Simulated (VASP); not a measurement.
The system is LiCl.

```xyz
4
Lattice="3.8937 0.0000 0.0000 -1.9469 3.3721 0.0000 0.0000 0.0000 6.2259" Properties=species:S:1:pos:R:3 pbc="T T T"
Li    1.9469    1.1240    5.4668
Li    0.0000    2.2481    2.3539
Cl    1.9469    1.1240    3.0938
Cl    0.0000    2.2481    6.2067
```

Base run:

- Program: VASP 6.6.1
- Functional: PBE
- Potentials or basis: VASP PAW PBE potentials, release 64 (Li_sv, Cl)
- Cutoff: 520 eV
- k mesh: 6 × 6 × 4
- Occupations: gaussian, width 0.01 eV
- Spin: no spin polarisation

Its results: band gap on the k mesh 6.03 eV, direct.

After a change of settings the same cell gave: band gap on the k mesh 6.24 eV, direct. Which change was it?
A. k mesh from 6 × 6 × 4 to 6 × 6 × 4, shifted
B. functional from PBE to r2SCAN; further incar settings from ALGO = Normal; EDIFF = 1e-07; NBANDS = 18 to ALGO = Normal; EDIFF = 1e-06; NBANDS = 18
C. further incar settings from ALGO = Normal; EDIFF = 1e-07; NBANDS = 18 to ALGO = Normal; EDIFF = 1e-06; NBANDS = 18
D. occupations from gaussian, width 0.01 eV to fermi-dirac, width 0.2 eV

A.
